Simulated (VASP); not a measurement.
Wanted: the native input for a VASP 6.6.1 run.

```
Task                   : single point
Functional             : PBEsol
Potentials or basis    : VASP PAW PBE potentials, release 64 (B, N)
Cutoff                 : 520 eV
k mesh                 : 12 × 12 × 4
Occupations            : gaussian, width 0.05 eV
Spin                   : no spin polarisation
Dipole correction      : no
Further INCAR settings : ALGO = Normal; EDIFF = 1e-06; NBANDS = 16
```

The structure of BN lies in POSCAR:

```
BN
1.0
    2.5648976293      0.0000000000      0.0000000000
   -1.2824488147      2.2212665050      0.0000000000
    0.0000000000      0.0000000000      6.7028469745
B N
2 2
Direct
    0.3333333333      0.6666666667      0.2500000000
    0.6666666667      0.3333333333      0.7500000000
    0.3333333333      0.6666666667      0.7500000000
    0.6666666667      0.3333333333      0.2500000000
```

This cell differs from its parent crystal: volume 9.547 Å^3 an atom, c/a of the conventional cell 2.6133.

The input as run:

INCAR

```
SYSTEM = BN
PREC = Accurate
ENCUT = 520
EDIFF = 1E-6
ISMEAR = 0
SIGMA = 0.05
LREAL = .False.
LASPH = .True.
NELM = 100
ALGO = Normal
ISIF = 2
LWAVE = .False.
LCHARG = .False.
GGA = PS
NBANDS = 16
```

KPOINTS

```
Automatic mesh
0
Gamma
  12 12 4
  0 0 0
```

Potentials or basis: VASP PAW PBE potentials, release 64 (B, N).

Run with:

```bash
$ cat potpaw_PBE.64/B/POTCAR potpaw_PBE.64/N/POTCAR > POTCAR
$ mpirun -np 1 vasp_std > vasp.out
```

Results of the run:

```yaml
Pressure: -14.9 GPa
Band_gap_on_the_k_mesh: 4.06 eV, indirect (least direct gap 4.40 eV)
```

Caveat: the PAW data sets were made with another functional, which shifts forces and pressure a little; this functional lacks dispersion, which binds the layers, so the pressure and a relaxed spacing across them are unreliable.

Wall time 40 s on 1 thread of Intel Xeon 8259CL (shared host), peak memory 0.16 GiB.
